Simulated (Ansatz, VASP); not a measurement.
**Eu: VASP beside Ansatz**

The input INCAR:

```
PREC = Accurate ; ENCUT = 520
EDIFF = 1E-6 ; ISMEAR = -1
SIGMA = 0.05 ; LREAL = F
LASPH = T ; NELM = 150
ALGO = Normal ; ISIF = 2
LWAVE = F ; LCHARG = F
ISPIN = 2 ; MAGMOM = 7
LORBIT = 11 ; LMAXMIX = 6
GGA = CA ; NBANDS = 18
```

File KPOINTS:

```
Automatic mesh
0
Gamma
  11 11 11
```

File POSCAR:

```
Eu
1.0
    3.0803501577      0.0000000000      0.0000000000
    0.0000000000      3.0803501577      0.0000000000
    0.0000000000      0.0000000000      3.0803501577
Eu
1
Direct
    0.0000000000      0.0000000000      0.0000000000
```

Input for Ansatz:

```yaml
crystal:
  lattice:
    - [3.0803501577, 0.0, 0.0]
    - [0.0, 3.0803501577, 0.0]
    - [0.0, 0.0, 3.0803501577]
  atoms:
    - { symbol: Eu, position: [0.0, 0.0, 0.0], spin: 7.0 }
magnetization:
  spin_polarized: true
kpoints:
  mp_grid: { grid: [11, 11, 11] }
  band_path:
    path:
      - [0.0, 0.0, 0.0]
      - [0.0, 0.5, 0.0]
      - [0.5, 0.5, 0.0]
      - [0.0, 0.0, 0.0]
      - [0.5, 0.5, 0.5]
      - [0.0, 0.5, 0.0]
      - [0.5, 0.5, 0.5]
      - [0.5, 0.5, 0.0]
    npoints: 8
scf:
  occupations: { method: fermi_dirac, width: 0.05 }
hamiltonian:
  xc: lda
  pseudopotentials: { kind: all_electron, lapw: { basis_error: 0.001 } }
output:
  forces: true
  stress: true
  eigenvalues: true
  populations: true
  dos: { projected: true, de: 0.2, e_range: [-14, 8] }
```

Change from the starting cell: volume scaled by 0.88, LAPW.

Alike in both runs: task single point; functional LDA; k mesh 11 × 11 × 11; occupations fermi-dirac, width 0.05 eV; collinear spin.

|  | VASP | Ansatz |
| --- | --- | --- |
| version | VASP 6.6.1 | Ansatz 0.2.0 |
| potentials or method | VASP PAW PBE potentials, release 64 (Eu), cutoff 520 eV | all-electron LAPW, scalar-relativistic |

VASP gave:

- pressure (GPa): 2.8
- net moment per atom (μB): 7.17
- size of the moment on the site where the two differ most (μB): 6.71

Task: Estimate Ansatz's values.

Result: Pressure (GPa): 3.1; net moment per atom (μB): 7.20; size of the moment on the site where the two differ most (μB): 7.00.

VASP's potentials were made for PBE, not for LDA. LDA's correlation is that of Perdew and Zunger in VASP and of Perdew and Wang (1992) in Ansatz. Site moments also hang on the region over which each program counts them. Ansatz ran all-electron here, and VASP with PAW potentials.

Spin-orbit coupling is off throughout.
